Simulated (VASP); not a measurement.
Wanted: the native input for a VASP 6.6.1 run.

| Quantity | Value |
| --- | --- |
| Task | single point |
| Functional | PBE |
| Potentials or basis | VASP PAW PBE potentials, release 64 (I) |
| Cutoff | 520 eV |
| k mesh | 11 × 11 × 11 |
| Occupations | fermi-dirac, width 0.1 eV |
| Spin | no spin polarisation |
| Dipole correction | no |
| Further INCAR settings | ALGO = Normal; EDIFF = 1e-06; NBANDS = 14 |

The structure of I lies in POSCAR:

```
I
1.0
    2.2369263715     -1.2914900427      3.6598133654
    0.0000000000      2.5829800855      3.6598133653
   -2.2369263715     -1.2914900427      3.6598133654
I
2
Direct
    0.2500000000      0.2500000000      0.2500000000
   -0.2500000000     -0.2500000000     -0.2500000000
```

This cell differs from its parent crystal: volume scaled by 0.76.

These files were run (other wordings do the same):

INCAR

```
SYSTEM = I
PREC     = Accurate       ! precision mode
ENCUT    = 520            ! plane-wave cutoff, eV
EDIFF    = 1E-6           ! SCF threshold, eV
ISMEAR   = -1             ! smearing method
SIGMA    = 0.1            ! smearing width, eV
LREAL    = .False.        ! projectors in reciprocal space
LASPH    = .True.         ! aspherical terms in the spheres
NELM     = 80             ! most SCF steps
ALGO     = Normal         ! electronic algorithm
ISIF     = 2              ! what is computed and relaxed
LWAVE    = .False.        ! write WAVECAR
LCHARG   = .True.         ! write CHGCAR
GGA      = PE             ! functional
LELF     = .True.         ! ELF
LVHAR    = .True.       
NBANDS   = 14             ! bands
```

KPOINTS

```
regular mesh
0
Gamma
  11 11 11
  0 0 0
```

Potentials or basis: VASP PAW PBE potentials, release 64 (I).

The run is started by

```console
$ cat potpaw_PBE.64/I/POTCAR > POTCAR
$ mpirun -np 1 vasp_std > vasp.out
```

Results of the run:

```yaml
Pressure: 12.6 GPa
Band_gap_on_the_k_mesh: zero (band 7 reaches 7.91 eV, above the bottom of band 8 at 4.09 eV)
```

Caveat: spin-orbit coupling is left out, which moves the levels of the heavy elements.

Run time: 81 s on 1 thread of Intel(R) Xeon(R) Platinum 8259CL CPU @ 2.50GHz (Skylake/Cascade Lake) (shared host), peak memory 0.26 GiB.
